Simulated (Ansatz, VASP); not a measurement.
# TiSi2 in VASP and in Ansatz

File POSCAR:

```
TiSi2
1.0
    0.0000000000      4.0334617761      4.1758755024
    2.3407327166      0.0000000000      4.1758755024
    2.3407327166      4.0334617761      0.0000000000
Ti Si
2 4
Direct
    0.7500000000      0.7500000000      0.7500000000
    0.5000000000      0.5000000000      0.5000000000
    0.4125656100      0.0874343900      0.4125656100
    0.0874343900      0.4125656100      0.0874343900
    0.1625656100      0.8374343900      0.1625656100
    0.8374343900      0.1625656100      0.8374343900
```

File INCAR.step1:

```
SYSTEM = TiSi2
ALGO     = Normal         ! electronic algorithm
EDIFF    = 1E-4           ! SCF threshold, eV
ENCUT    = 520            ! plane-wave cutoff, eV
GGA      = PE             ! functional
ISMEAR   = -1             ! smearing method
LASPH    = .True.         ! aspherical terms in the spheres
LCHARG   = .False.        ! write CHGCAR
LREAL    = .False.        ! projectors in reciprocal space
LWAVE    = .True.         ! write WAVECAR
NBANDS   = 29             ! bands
NELM     = 100            ! most SCF steps
PREC     = Accurate       ! precision mode
SIGMA    = 0.05           ! smearing width, eV
```

File INCAR.step2:

```
SYSTEM = TiSi2
ALGO     = Normal         ! electronic algorithm
EDIFF    = 1E-6           ! SCF threshold, eV
ENCUT    = 520            ! plane-wave cutoff, eV
ISIF     = 2              ! what is computed and relaxed
ISMEAR   = -1             ! smearing method
ISTART   = 1            
LASPH    = .True.         ! aspherical terms in the spheres
LCHARG   = .False.        ! write CHGCAR
LMIXTAU  = .True.       
LREAL    = .False.        ! projectors in reciprocal space
LWAVE    = .False.        ! write WAVECAR
METAGGA  = R2SCAN         ! meta-GGA
NBANDS   = 29             ! bands
NELM     = 100            ! most SCF steps
PREC     = Accurate       ! precision mode
SIGMA    = 0.05           ! smearing width, eV
```

File KPOINTS:

```
k-points
0
Gamma
  7 7 7
  0 0 0
```

The input input.yaml:

```yaml
crystal:
  lattice:
    - [0.0, 4.0334617761, 4.1758755024]
    - [2.3407327166, 0.0, 4.1758755024]
    - [2.3407327166, 4.0334617761, 0.0]
  atoms:
    - { symbol: Ti, position: [0.75, 0.75, 0.75] }
    - { symbol: Ti, position: [0.5, 0.5, 0.5] }
    - { symbol: Si, position: [0.41256561, 0.08743439, 0.41256561] }
    - { symbol: Si, position: [0.08743439, 0.41256561, 0.08743439] }
    - { symbol: Si, position: [0.16256561, 0.83743439, 0.16256561] }
    - { symbol: Si, position: [0.83743439, 0.16256561, 0.83743439] }
hamiltonian:
  xc: r2scan
  pseudopotentials: { kind: paw }
kpoints:
  mp_grid: { grid: [7, 7, 7] }
scf:
  occupations: { method: fermi_dirac, width: 0.05 }
output:
  forces: true
  stress: true
  eigenvalues: true
```

Alike in both runs: task single point; functional r2SCAN; k mesh 7 × 7 × 7; occupations fermi-dirac, width 0.05 eV; no spin polarisation.

|  | VASP | Ansatz |
| --- | --- | --- |
| version | VASP 6.6.1 | Ansatz 0.2.0 |
| potentials or method | VASP PAW PBE potentials, release 64 (Ti_sv, Si) | Ansatz PAW |
| plane-wave cutoff (eV) | 520 | 500 |
| valence electrons in the cell | 40 | 40 |

```tsv
	VASP	Ansatz	Ansatz less VASP
gap on the k mesh at the Fermi level (eV)	none	none	-
pressure (GPa)	10.8	10.4	-0.38
traceless stress, the component that is largest in VASP (GPa)	-2.70	-2.73	-0.038
rms of the force components (eV/Å)	0.009	0.013	+0.0042
```

VASP's potentials were made for PBE, not for r2SCAN. Atom by atom the forces differ by 0.004 eV/Å (rms over components). A gap of «none» marks a metal or a gap that the smearing closes.
